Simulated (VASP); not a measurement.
A run of VASP 6.6.1 is set up as follows.

The input INCAR:

```
SYSTEM = ZnSe
ALGO     = Normal         ! electronic algorithm
EDIFF    = 1E-6           ! SCF threshold, eV
ENCUT    = 520            ! plane-wave cutoff, eV
GGA      = PE             ! functional
ISIF     = 2              ! what is computed and relaxed
ISMEAR   = -1             ! smearing method
LASPH    = .True.         ! aspherical terms in the spheres
LCHARG   = .True.         ! write CHGCAR
LELF     = .True.         ! ELF
LREAL    = .False.        ! projectors in reciprocal space
LVHAR    = .True.       
LWAVE    = .False.        ! write WAVECAR
NBANDS   = 16             ! bands
NELM     = 80             ! most SCF steps
PREC     = Accurate       ! precision mode
SIGMA    = 0.08           ! smearing width, eV
```

KPOINTS

```
k-points
0
Gamma
  13 13 13
  0 0 0
```

POSCAR

```
ZnSe
1.0
    3.3526334066      0.0000000000      0.0000000000
    0.0000000000      3.3526334066      0.0000000000
    0.0000000000      0.0000000000      3.3526334066
Zn Se
1 1
Direct
    0.0000000000      0.0000000000      0.0000000000
    0.5000000000      0.5000000000      0.5000000000
```

Potentials or basis: VASP PAW PBE potentials, release 64 (Zn, Se).

Launch:

```sh
$ cat potpaw_PBE.64/Zn/POTCAR potpaw_PBE.64/Se/POTCAR > POTCAR
$ mpirun -np 1 vasp_std > vasp.out
```

Predict the pressure.

0.2 GPa.

What does it give for the band gap on the k mesh?

Zero (band 9 reaches 4.25 eV, above the bottom of band 10 at 2.66 eV).
